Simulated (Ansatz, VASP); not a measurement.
## KPd in VASP and in Ansatz

File INCAR:

```
SYSTEM = KPd
PREC = Accurate
ENCUT = 520
EDIFF = 1E-6
ISMEAR = -1
SIGMA = 0.05
LREAL = .FALSE.
LASPH = .TRUE.
NELM = 60
ALGO = Normal
ISIF = 2
LWAVE = .FALSE.
LCHARG = .TRUE.
GGA = PS
LELF = .TRUE.
LVHAR = .TRUE.
NBANDS = 16
```

The input KPOINTS:

```
Automatic mesh
0
G
  10 10 10
  0 0 0
```

Contents of POSCAR:

```
KPd
1.0
    3.0863755921      0.0000000000      0.0000000000
    0.0000000000      3.0863755921      0.0000000000
    0.0000000000      0.0000000000      3.0863755921
K Pd
1 1
Direct
    0.0000000000      0.0000000000      0.0000000000
    0.5000000000      0.5000000000      0.5000000000
```

Input for Ansatz:

```yaml
crystal:
  lattice:
    - [3.0863755921, 0.0, 0.0]
    - [0.0, 3.0863755921, 0.0]
    - [0.0, 0.0, 3.0863755921]
  atoms:
    - { symbol: K, position: [0.0, 0.0, 0.0] }
    - { symbol: Pd, position: [0.5, 0.5, 0.5] }
kpoints:
  mp_grid: { grid: [10, 10, 10] }
  band_path:
    path:
      - [0.0, 0.0, 0.0]
      - [0.0, 0.5, 0.0]
      - [0.5, 0.5, 0.0]
      - [0.0, 0.0, 0.0]
      - [0.5, 0.5, 0.5]
      - [0.0, 0.5, 0.0]
      - [0.5, 0.5, 0.5]
      - [0.5, 0.5, 0.0]
    npoints: 14
scf:
  occupations: { method: fermi_dirac, width: 0.05 }
hamiltonian:
  xc: pbesol
  pseudopotentials: { kind: paw }
output:
  forces: true
  stress: true
  eigenvalues: true
  populations: true
  bader: true
  write_density: true
  write_potential: true
  elf: true
  volumetric_format: npy
```

Change from the starting cell: volume scaled by 0.6, PAW files.

Alike in both runs: task single point; functional PBEsol; k mesh 10 × 10 × 10; occupations fermi-dirac, width 0.05 eV; no spin polarisation.

```csv
,VASP,Ansatz
version,VASP 6.6.1,Ansatz 0.2.0
potentials or method,"VASP PAW PBE potentials, release 64 (K_sv, Pd)","PAW with Ansatz's default frozen-core files, scalar-relativistic"
plane-wave cutoff (eV),520,420
valence electrons in the cell,19,27
```

Ansatz gave:

```
pressure (GPa) : 47.8
```

Estimate VASP's values.

pressure (GPa): 49.3.

VASP's potentials were made for PBE, not for PBEsol. Both programs put the cell under a high pressure, so it lies far from rest at this level. VASP's potentials hold 19 valence electrons a cell and Ansatz's 27, so a difference there can come from the potentials and not from the codes.
